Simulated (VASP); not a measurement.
# CaF2 (Fm-3m) in VASP: single point with HSE06

Aim: the single point of CaF2 with HSE06.

Everything below comes from runs of VASP 6.6.1. Logs are shortened: lines on timing, memory, paths and dates and some standing lists are left out, and cuts for length are marked.

## 1. The cell of the first run

Symmetry: Fm-3m, No. 225, cubic system. Conventional cell: a = 5.657 Å, b = 5.657 Å, c = 5.657 Å, α = 90.00°, β = 90.00°, γ = 90.00°. Ca (site symmetry m-3m) has 8 F at 2.45 Å within 3.2 Å. Within 3.2 Å of F (site symmetry -43m) lie 4 Ca at 2.45 Å and 6 F at 2.83 Å.

## 2. Single point, HSE06 (strain +4.0%)

POSCAR

```
CaF2
1.0
    0.0000000000      2.8283766928      2.8283766928
    2.8283766928      0.0000000000      2.8283766928
    2.8283766928      2.8283766928      0.0000000000
Ca F
1 2
Direct
    0.0000000000      0.0000000000      0.0000000000
    0.2500000000      0.2500000000      0.2500000000
    0.7500000000      0.7500000000      0.7500000000
```

INCAR.step1

```
  PREC = Accurate
  ENCUT = 520
  EDIFF = 1E-5
  ISMEAR = 0
  SIGMA = 0.01
  LREAL = False
  LASPH = True
  NELM = 120
  ALGO = Normal
  ISIF = 2
  LWAVE = True
  GGA = PE
  NBANDS = 19
  GGA_COMPAT = False
```

INCAR.step2

```
  PREC = Accurate
  ENCUT = 520
  EDIFF = 1E-6
  ISMEAR = 0
  SIGMA = 0.01
  LREAL = False
  LASPH = True
  NELM = 120
  ALGO = Normal
  ISIF = 2
  LWAVE = False
  LCHARG = True
  GGA = PE
  LHFCALC = True
  HFSCREEN = 0.2079
  PRECFOCK = Normal
  LELF = True
  LVHAR = True
  ISTART = 1
  NBANDS = 19
  GGA_COMPAT = False
```

KPOINTS

```
Automatic mesh
0
Gamma
  6 6 6
```

Potentials or basis: VASP PAW PBE potentials, release 64 (Ca_sv, F).

Command:

```sh
$ cat potpaw_PBE.64/Ca_sv/POTCAR potpaw_PBE.64/F/POTCAR > POTCAR
$ cp INCAR.step1 INCAR
$ mpirun -np 1 vasp_std > vasp.out
$ cp INCAR.step2 INCAR
$ mpirun -np 1 vasp_std > vasp.out
```

OUTCAR:

```text
PREC = Accurate
   ENCUT = 520
   EDIFF = 1E-6
   ISMEAR = 0
   LREAL = False
   LASPH = True
   NELM = 120
   ISIF = 2
   GGA = PE
   LHFCALC = True
   HFSCREEN = 0.2079
   PRECFOCK = Normal
   ISTART = 1

 ion  position               nearest neighbor table
   1  0.000  0.000  0.000-   3 2.45   3 2.45   3 2.45   2 2.45   3 2.45   2 2.45   2 2.45   2 2.45

   2  0.250  0.250  0.250-   1 2.45   1 2.45   1 2.45   1 2.45
   3  0.750  0.750  0.750-   1 2.45   1 2.45   1 2.45   1 2.45

  LATTYP: Found a face centered cubic cell.
 ALAT       =     5.6567533856

  Lattice vectors:

 A1 = (   0.0000000000,   2.8283766928,   2.8283766928)
 A2 = (   2.8283766928,   0.0000000000,   2.8283766928)
 A3 = (   2.8283766928,   2.8283766928,   0.0000000000)

Analysis of symmetry for initial positions (statically):
=====================================================================
 Subroutine PRICEL returns:
 Original cell was already a primitive cell.

 Routine SETGRP: Setting up the symmetry group for a
 face centered cubic supercell.

 Subroutine GETGRP returns: Found 48 space group operations
 (whereof 48 operations were pure point group operations)
 out of a pool of 48 trial point group operations.

The static configuration has the point symmetry O_h .

Analysis of symmetry for dynamics (positions and initial velocities):
=====================================================================
 Subroutine PRICEL returns:
 Original cell was already a primitive cell.

 Routine SETGRP: Setting up the symmetry group for a
 face centered cubic supercell.

 Subroutine GETGRP returns: Found 48 space group operations
 (whereof 48 operations were pure point group operations)
 out of a pool of 48 trial point group operations.

The dynamic configuration has the point symmetry O_h .

 Subroutine INISYM returns: Found 48 space group operations
 (whereof 48 operations are pure point group operations),
 and found     1 'primitive' translations

----------------------------------------------------------------------------------------

                                     Primitive cell

  volume of cell :      45.2524

  direct lattice vectors                    reciprocal lattice vectors
     0.000000000  2.828376693  2.828376693    -0.176779847  0.176779847  0.176779847
     2.828376693  0.000000000  2.828376693     0.176779847 -0.176779847  0.176779847
     2.828376693  2.828376693  0.000000000     0.176779847  0.176779847 -0.176779847

  length of vectors
     3.999928678  3.999928678  3.999928678     0.306191677  0.306191677  0.306191677

  position of ions in fractional coordinates (direct lattice)
     0.000000000  0.000000000  0.000000000
     0.250000000  0.250000000  0.250000000
     0.750000000  0.750000000  0.750000000

  ion indices of the primitive-cell ions
   primitive index   ion index
                 1           1
                 2           2
                 3           3

----------------------------------------------------------------------------------------

 KPOINTS: Automatic mesh

Automatic generation of k-mesh.
 Grid dimensions read from file:
 generate k-points for:    6    6    6

 Generating k-lattice:

  Cartesian coordinates                     Fractional coordinates (reciprocal lattice)
    -0.029463308  0.029463308  0.029463308     0.166666667  0.000000000  0.000000000
     0.029463308 -0.029463308  0.029463308     0.000000000  0.166666667  0.000000000
     0.029463308  0.029463308 -0.029463308     0.000000000  0.000000000  0.166666667

  Length of vectors
     0.051031946  0.051031946  0.051031946

  Shift w.r.t. Gamma in fractional coordinates (k-lattice)
     0.000000000  0.000000000  0.000000000

 Subroutine IBZKPT returns following result:
 ===========================================

 Found     16 irreducible k-points:

 Following reciprocal coordinates:
            Coordinates               Weight
  0.000000  0.000000  0.000000      1.000000
  0.166667  0.000000  0.000000      8.000000
  0.333333  0.000000  0.000000      8.000000
  0.500000  0.000000  0.000000      4.000000
  0.166667  0.166667  0.000000      6.000000
  0.333333  0.166667  0.000000     24.000000
[... 8 lines left out ...]
 -0.333333  0.333333  0.166667     24.000000
 -0.333333  0.500000  0.166667     12.000000
   k-points           NKPTS =     16   k-points in BZ     NKDIM =    216   number of bands    NBANDS=     19
   number of dos      NEDOS =    301   number of ions     NIONS =      3
   total plane-waves  NPLWV =  27000
   dimension x,y,z NGX =    30 NGY =   30 NGZ =   30
   dimension x,y,z NGXF=    60 NGYF=   60 NGZF=   60
   ions per type =               1   2
   NGX,Y,Z   is equivalent  to a cutoff of  12.47, 12.47, 12.47 a.u.
   NGXF,Y,Z  is equivalent  to a cutoff of  24.94, 24.94, 24.94 a.u.
 SYSTEM =  unknown system
   PREC   = accura    normal or accurate (medium, high low for compatibility)
   ISTART =      1    job   : 0-new  1-cont  2-samecut
   ICHARG =      0    charge: 1-file 2-atom 10-const
   ISPIN  =      1    spin polarized calculation?
   LNONCOLLINEAR =      F non collinear calculations
   LSORBIT =      F    spin-orbit coupling
   LASPH  =      T    aspherical Exc in radial PAW
   ENCUT  =  520.0 eV  38.22 Ry    6.18 a.u.   7.44  7.44  7.44*2*pi/ulx,y,z
   NELM   =    120;   NELMIN=  2; NELMDL=  0     # of ELM steps
   EDIFF  = 0.1E-05   stopping-criterion for ELM
   LREAL  =      F    real-space projection
   EDIFFG = 0.1E-04   stopping-criterion for IOM
   NSW    =      0    number of steps for IOM
   IBRION =     -1    ionic relax: 0-MD 1-quasi-New 2-CG
   NFREE  =      0    steps in history (QN), initial steepest desc. (CG)
   ISIF   =      2    stress and relaxation
   ISYM   =      3    0-nonsym 1-usesym 2-fastsym
   POTIM  = 0.5000    time-step for ionic-motion
   TEBEG  =    0.0;   TEEND  =   0.0 temperature during run
   PSTRESS=    0.0 pullay stress
   NELECT =      24.0000    total number of electrons
   NUPDOWN=      -1.0000    fix difference up-down
   EMIN   =  10.00;   EMAX   =-10.00  energy-range for DOS
   EFERMI =   0.00;   METHOD = LEGACY
   ISMEAR =     0;   SIGMA  =   0.01  broadening in eV -4-tet -1-fermi 0-gaus
   EFERMI_NEDOS =   21; number of points for ismear=-14 and -15
   IALGO  =     38    algorithm
   IMIX   =      1    mixing-type and parameters
     AMIX     =   0.40;   BMIX     =  1.00
     AMIX_MAG =   1.60;   BMIX_MAG =  1.00
  volume/ion in A,a.u.               =      15.08       101.79
  Fermi-wavevector in a.u.,A,eV,Ry     =   1.325149  2.504168 23.892095  1.756019
  Thomas-Fermi vector in A             =   2.454631
   LORBIT       =      0    0 simple, 1 ext, 2 COOP (PROOUT), +10 PAW based schemes
   GGA     = PE    functional components
   LHFCALC =     T    Hartree Fock is set to
   PRECFOCK=normal    Normal, Fast or Accurate (Low or Medium for compatibility)
   ENCUT4O =  -1.0   cutoff for four orbital integrals eV
   NKREDX  =     1    reduce k-point grid by
   NKREDY  =     1    reduce k-point grid by
   NKREDZ  =     1    reduce k-point grid by
   AEXX    =    0.2500 exact exchange contribution
   HFSCREEN=    0.2079 screening length (either q_TF or 0.3 A-1)
   HFSCREENC=   0.2079 screening length for correlation (either q_TF or 0.3 A-1)
   ENCUTFOCK=  -1.0 apply spherical cutoff to Coloumb kernel
   IVDW    =     0    specifies the selected vdW correction
   LEPSILON=     F    determine dielectric tensor
   LRPA    =     F    only Hartree local field effects (RPA)
 non-spin polarized calculation
 Gauss-broadening in eV      SIGMA  =   0.01
  energy-cutoff  :      520.00
  volume of cell :       45.25
 maximum number of plane-waves:      1243
 NGX is ok and might be reduce to    30
  NGX = 24; NGY = 24; NGZ = 24

 number of electron      24.0000030 magnetization

 Free energy of the ion-electron system (eV)
  ---------------------------------------------------
  ext. energy  EPLUGINS =         0.00000000
  ---------------------------------------------------
  free energy    TOTEN  =       -20.51299498 eV

  energy without entropy =      -20.51299498  energy(sigma->0) =      -20.51299498

 E-fermi :  -2.9911     XC(G=0):  -7.5004

 val. band max:       -3.0733209902   @ k =   0.5000   0.5000   0.0000
 cond. band min:       5.6268215482   @ k =   0.0000   0.0000   0.0000
 fundamental gap:      8.7001425384
 Fermi energy:        -2.9911079086

 k-point     1 :       0.0000    0.0000    0.0000
  band No.  band energies     occupation
      1     -41.6591      2.00000
      2     -24.3586      2.00000
      3     -23.7153      2.00000
      4     -21.1245      2.00000
      5     -21.1245      2.00000
      6     -21.1245      2.00000
[... 11 lines left out ...]
     18      10.1473      0.00000
     19      15.1569      0.00000

 k-point     2 :       0.1667    0.0000    0.0000
  band No.  band energies     occupation
      1     -41.6542      2.00000
      2     -24.3893      2.00000
      3     -23.7701      2.00000
      4     -21.1320      2.00000
      5     -21.1320      2.00000
      6     -21.0468      2.00000
[... 11 lines left out ...]
     18      10.0937      0.00000
     19      14.0173      0.00000

 k-point     3 :       0.3333    0.0000    0.0000
  band No.  band energies     occupation
      1     -41.6444      2.00000
      2     -24.4030      2.00000
      3     -23.9342      2.00000
      4     -21.1470      2.00000
      5     -21.1470      2.00000
      6     -20.8810      2.00000
[... 11 lines left out ...]
     18       9.9849      0.00000
     19      12.4396      0.00000

 k-point     4 :       0.5000    0.0000    0.0000
  band No.  band energies     occupation
      1     -41.6395      2.00000
      2     -24.3693      2.00000
      3     -24.0583      2.00000
      4     -21.1545      2.00000
      5     -21.1545      2.00000
      6     -20.7944      2.00000
[... 11 lines left out ...]
     18       9.9294      0.00000
     19      11.9125      0.00000

 k-point     5 :       0.1667    0.1667    0.0000
  band No.  band energies     occupation
      1     -41.6526      2.00000
      2     -24.4075      2.00000
      3     -23.7764      2.00000
      4     -21.1430      2.00000
      5     -21.1430      2.00000
      6     -21.0077      2.00000
[... 11 lines left out ...]
     18      10.0712      0.00000
     19      14.6393      0.00000

 k-point     6 :       0.3333    0.1667    0.0000
  band No.  band energies     occupation
      1     -41.6444      2.00000
      2     -24.4326      2.00000
      3     -23.8968      2.00000
      4     -21.1596      2.00000
      5     -21.1275      2.00000
      6     -20.8956      2.00000
[... 11 lines left out ...]
     18      10.0783      0.00000
     19      13.4258      0.00000

 k-point     7 :       0.5000    0.1667    0.0000
  band No.  band energies     occupation
      1     -41.6379      2.00000
      2     -24.3657      2.00000
      3     -24.0931      2.00000
      4     -21.1654      2.00000
      5     -21.0825      2.00000
      6     -20.8300      2.00000
[... 11 lines left out ...]
     18      10.5385      0.00000
     19      12.2736      0.00000

 k-point     8 :      -0.3333    0.1667    0.0000
  band No.  band energies     occupation
      1     -41.6396      2.00000
      2     -24.3673      2.00000
      3     -24.0652      2.00000
      4     -21.1546      2.00000
      5     -21.0713      2.00000
      6     -20.8726      2.00000
[... 80 lines left out ...]
 k-point    12 :      -0.3333    0.3333    0.0000
  band No.  band energies     occupation
      1     -41.6347      2.00000
      2     -24.2956      2.00000
      3     -24.2240      2.00000
      4     -21.1747      2.00000
      5     -20.9880      2.00000
      6     -20.8649      2.00000
[... 11 lines left out ...]
     18      11.8782      0.00000
     19      13.2220      0.00000

 k-point    13 :       0.5000    0.5000    0.0000
  band No.  band energies     occupation
      1     -41.6331      2.00000
      2     -24.5386      2.00000
      3     -23.9543      2.00000
      4     -21.1981      2.00000
      5     -21.1981      2.00000
      6     -20.6635      2.00000
[... 11 lines left out ...]
     18      11.4094      0.00000
     19      13.1048      0.00000

 k-point    14 :       0.5000    0.3333    0.1667
  band No.  band energies     occupation
      1     -41.6379      2.00000
      2     -24.4111      2.00000
      3     -24.0402      2.00000
      4     -21.1740      2.00000
      5     -21.0633      2.00000
      6     -20.8475      2.00000
[... 11 lines left out ...]
     18      10.5948      0.00000
     19      13.4956      0.00000

 k-point    15 :      -0.3333    0.3333    0.1667
  band No.  band energies     occupation
      1     -41.6347      2.00000
      2     -24.2974      2.00000
      3     -24.2218      2.00000
      4     -21.1841      2.00000
      5     -20.9638      2.00000
      6     -20.8799      2.00000
[... 11 lines left out ...]
     18      11.8233      0.00000
     19      12.6750      0.00000

 k-point    16 :      -0.3333    0.5000    0.1667
  band No.  band energies     occupation
      1     -41.6331      2.00000
      2     -24.4105      2.00000
      3     -24.1214      2.00000
      4     -21.1990      2.00000
      5     -21.0425      2.00000
      6     -20.7785      2.00000
[... 11 lines left out ...]
     18      12.7877      0.00000
     19      13.0620      0.00000

------------------------ aborting loop because EDIFF is reached ----------------------------------------

  FORCE on cell =-STRESS in cart. coord.  units (eV):
  Direction    XX          YY          ZZ          XY          YZ          ZX
  --------------------------------------------------------------------------------------
  -------------------------------------------------------------------------------------
  Total       -1.8563689     -1.8563689     -1.8563689      0.0000000      0.0000000      0.0000000
  in kB      -65.7253831    -65.7253831    -65.7253831      0.0000000      0.0000000      0.0000000
  external PRESSURE =     -65.7253831 kB  Pullay stress =       0.0000000 kB

 VOLUME and BASIS-vectors are now :
 -----------------------------------------------------------------------------
  energy-cutoff  :      520.00
  volume of cell :       45.25
      direct lattice vectors                 reciprocal lattice vectors
     0.000000000  2.828376693  2.828376693    -0.176779847  0.176779847  0.176779847
     2.828376693  0.000000000  2.828376693     0.176779847 -0.176779847  0.176779847
     2.828376693  2.828376693  0.000000000     0.176779847  0.176779847 -0.176779847

 POSITION                                       TOTAL-FORCE (eV/Angst)
 -----------------------------------------------------------------------------------
      0.00000      0.00000      0.00000        -0.000000      0.000000      0.000000
      1.41419      1.41419      1.41419        -0.000000      0.000000      0.000000
      4.24257      4.24257      4.24257         0.000000     -0.000000     -0.000000
 -----------------------------------------------------------------------------------
    total drift:                                0.000000      0.000000      0.000000

  FREE ENERGIE OF THE ION-ELECTRON SYSTEM (eV)
  ---------------------------------------------------
  free  energy   TOTEN  =       -20.5129949788 eV

  energy  without entropy=      -20.5129949788  energy(sigma->0) =      -20.51299498
```

Run time: 65 min. Hardware: 1 thread of Intel Xeon Platinum 8259CL at 2.50GHz (Skylake/Cascade Lake), shared host; peak memory 0.29 GiB.

What came out:

```yaml
Free_energy: -20.5130 eV
Pressure: -6.6 GPa
Band_gap_on_the_k_mesh: 8.70 eV (least direct gap 8.95 eV)
```

Levels at points of the mesh, in eV from the valence-band top:
```tsv
k point	band 10	band 11	band 12	band 13	band 14	band 15
(0.00, 0.00, 0.00)	-0.25	-0.25	-0.25	8.70	11.36	11.36
(0.50, 0.00, 0.00)	-1.15	-0.81	-0.81	11.53	11.53	11.68
(0.50, 0.50, 0.00)	-0.31	-0.31	0.00	10.12	11.56	12.26
```

Caveat: the cell differs from its parent crystal (strain +4.0%); the cell stands under tension; the PAW data sets were made with another functional, which shifts forces and pressure a little.
